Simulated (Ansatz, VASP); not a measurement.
Given: the input of a run of Ansatz 0.2.0 on PbO.

File input.yaml:

```yaml
crystal:
  lattice:
    - [3.99, 0.0, 0.0]
    - [0.0, 3.99, 0.0]
    - [0.0, 0.0, 5.01]
  atoms:
    - { symbol: Pb, position: [0.5, 0.0, 0.76] }
    - { symbol: Pb, position: [0.0, 0.5, 0.24] }
    - { symbol: O, position: [0.5, 0.5, 0.0] }
    - { symbol: O, position: [0.0, 0.0, 0.0] }
hamiltonian:
  xc: r2scan
  pseudopotentials: { kind: paw }
kpoints:
  mp_grid: { grid: [7, 7, 6] }
scf:
  occupations: { method: fermi_dirac, width: 0.05 }
output:
  forces: true
  stress: true
  eigenvalues: true
relax:
  f_tol: 0.01
  max_steps: 40
  cell: { stress_tol: 0.05 }
```

Potentials or basis: Ansatz PAW.

The run is started by

```console
$ ansatz run input.yaml --threads 2 --pin off --max-ram 5632MiB --backend cpu --events-out ev --progress --plain --runs-dir out
```

Q: Translate it to VASP 6.6.1. Potentials there: VASP PAW PBE potentials, release 64 (Pb_d, O).

A: As run (the cutoff follows the program's own potentials):

POSCAR

```
PbO
1.0
    3.9900000000      0.0000000000      0.0000000000
    0.0000000000      3.9900000000      0.0000000000
    0.0000000000      0.0000000000      5.0100000000
Pb O
2 2
Direct
    0.5000000000      0.0000000000      0.7600000000
    0.0000000000      0.5000000000      0.2400000000
    0.5000000000      0.5000000000      0.0000000000
    0.0000000000      0.0000000000      0.0000000000
```

INCAR.step1

```
SYSTEM = PbO
  PREC = Accurate
  ENCUT = 660
  ISMEAR = -1
  SIGMA = 0.05
  LREAL = .FALSE.
  LASPH = .TRUE.
  NELM = 120
  GGA = PE
  ALGO = Normal
  EDIFF = 1E-5
  LWAVE = .TRUE.
  LCHARG = .FALSE.
  GGA_COMPAT = .FALSE.
  IBRION = 2
  ISIF = 3
  EDIFFG = -0.005
  NELMIN = 4
  NSW = 100
```

The input INCAR.step2:

```
SYSTEM = PbO
  PREC = Accurate
  ENCUT = 660
  EDIFF = 1E-7
  ISMEAR = -1
  SIGMA = 0.05
  LREAL = .FALSE.
  LASPH = .TRUE.
  NELM = 120
  ALGO = Normal
  ISIF = 3
  LWAVE = .FALSE.
  LCHARG = .FALSE.
  METAGGA = R2SCAN
  LMIXTAU = .TRUE.
  IBRION = 2
  NSW = 60
  EDIFFG = -0.01
  ISTART = 1
  GGA_COMPAT = .FALSE.
  NELMIN = 4
```

File KPOINTS:

```
regular mesh
0
G
  7 7 6
  0 0 0
```

Potentials or basis: VASP PAW PBE potentials, release 64 (Pb_d, O).

Launch:

```sh
$ cat potpaw_PBE.64/Pb_d/POTCAR potpaw_PBE.64/O/POTCAR > POTCAR
$ cp INCAR.step1 INCAR
$ mpirun -np 1 vasp_std > vasp.out
$ cp INCAR.step2 INCAR
$ mpirun -np 1 vasp_std > vasp.out
```

Both were run:

|  | VASP | Ansatz | Ansatz less VASP |
| --- | --- | --- | --- |
| gap on the k mesh at the Fermi level, each at its own relaxed structure (eV) | 2.01 | 2.06 | +0.049 |
| relaxed volume (Å³/atom) | 21.03 | 21.16 | +0.133 |
| relaxed cell length with the largest relative difference (Å) | 5.261 | 5.325 | +0.0641 |

VASP's potentials were made for PBE, not for r2SCAN.

Neither program's run includes spin-orbit coupling. Noted on Ansatz's run: odd divisions of the mesh miss points on the zone boundary, where band edges often lie, so the gap on the mesh can be too wide; the plane-wave basis is chosen anew once the cell has moved, so the energies of steps on either side of that aren't comparable.
